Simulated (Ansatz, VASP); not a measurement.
One calculation of AlH2, two programs

```
Al H
1.0
     3.05680    0.00000    0.00000
    -1.52840    2.64726    0.00000
     0.00000    0.00000    3.07510
Al H
1 2
Cartesian
  0.0000 0.0000 1.5376
  0.0000 1.7648 0.8137
  1.5284 0.8824 2.2614
```

Alike in both runs: functional PBE; k mesh 6 × 6 × 4; occupations gaussian, width 0.1 eV; no spin polarisation.

Ansatz relaxed the structure, and its values are those at the end. VASP's run is a single point on that final structure, the one shown.

|  | VASP | Ansatz |
| --- | --- | --- |
| version | VASP 6.6.1 | Ansatz 0.2.0 |
| potentials or method | VASP PAW PBE potentials, release 64 (Al, H), cutoff 520 eV | scalar-relativistic, plane waves, PAW |
| valence electrons in the cell | 5 | 5 |

|  | VASP | Ansatz | Ansatz less VASP |
| --- | --- | --- | --- |
| gap on the k mesh at the Fermi level (eV) | none | none | - |
| pressure (GPa) | 0.0 | 0.2 | +0.18 |
| rms of the force components (eV/Å) | 0.009 | 0.010 | +0.0017 |

A gap of «none» marks a metal or a gap that the smearing closes. With one functional, cell and mesh, what is left measures potentials, basis and numerics.

The k mesh is coarse, so the values compare programs but aren't converged.
